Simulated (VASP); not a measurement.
Wanted: the native input for a VASP 6.6.1 run.

- Task: relaxation of cell and atoms
- Functional: PBEsol
- Potentials or basis: VASP PAW PBE potentials, release 64 (Ba_sv, Te)
- Cutoff: 600 eV
- k mesh: 7 × 7 × 7
- Occupations: fermi-dirac, width 0.05 eV
- Spin: no spin polarisation
- Target pressure: 20 GPa
- Dipole correction: no
- Further INCAR settings: ALGO = Normal; EDIFF = 1e-06; IBRION = 2; EDIFFG = -0.005; NSW = 80; ISIF = 3

The structure of BaTe lies in POSCAR:

```
BaTe
1.0
    0.0000000000      3.4100000000      3.4100000000
    3.4100000000      0.0000000000      3.4100000000
    3.4100000000      3.4100000000      0.0000000000
Ba Te
1 1
Direct
    0.0000000000      0.0000000000      0.0000000000
    0.5000000000      0.5000000000      0.5000000000
```

One way to write it, as run:

INCAR

```
SYSTEM = BaTe
  PREC = Accurate
  ENCUT = 600
  EDIFF = 1E-6
  ISMEAR = -1
  SIGMA = 0.05
  LREAL = .False.
  LASPH = .True.
  NELM = 80
  ALGO = Normal
  ISIF = 3
  LWAVE = .False.
  LCHARG = .False.
  GGA = PS
  IBRION = 2
  NSW = 80
  EDIFFG = -0.005
  PSTRESS = 200.0
```

KPOINTS

```
Automatic mesh
0
Gamma
  7 7 7
  0 0 0
```

Potentials or basis: VASP PAW PBE potentials, release 64 (Ba_sv, Te).

Run with:

```console
$ cat potpaw_PBE.64/Ba_sv/POTCAR potpaw_PBE.64/Te/POTCAR > POTCAR
$ mpirun -np 1 vasp_std > vasp.out
```

It gave:

The relaxed volume is 30.85 Å³/atom. The relaxed cell is a = 4.435 Å, b = 4.435 Å, c = 4.435 Å, α = 60.00°, β = 60.00°, γ = 60.00°, the space group after relaxing (to 0.1 Å) is Fm-3m (No. 225) and the energy change on relaxing (the run minimises the enthalpy) is +521.6 meV/atom. The ionic steps are 5. The pressure after relaxing is 20.0 GPa. The band gap on the k mesh is 0.43 eV (least direct gap 0.72 eV).

Caveat: the cell is relaxed towards a set pressure, so the run minimises the enthalpy, not the energy; the volume moved by over 15 % at a fixed basis, so the end points are rough; semilocal functionals underestimate gaps, and a narrow one can read as zero; the PAW data sets were made with another functional, which shifts forces and pressure a little; spin-orbit coupling is left out, which moves the levels of the heavy elements; an odd mesh through Γ misses points on the zone boundary, where band edges can lie.

Wall time 2.5 min on 1 thread of Intel Xeon 8259CL (shared host), peak memory 0.26 GiB.
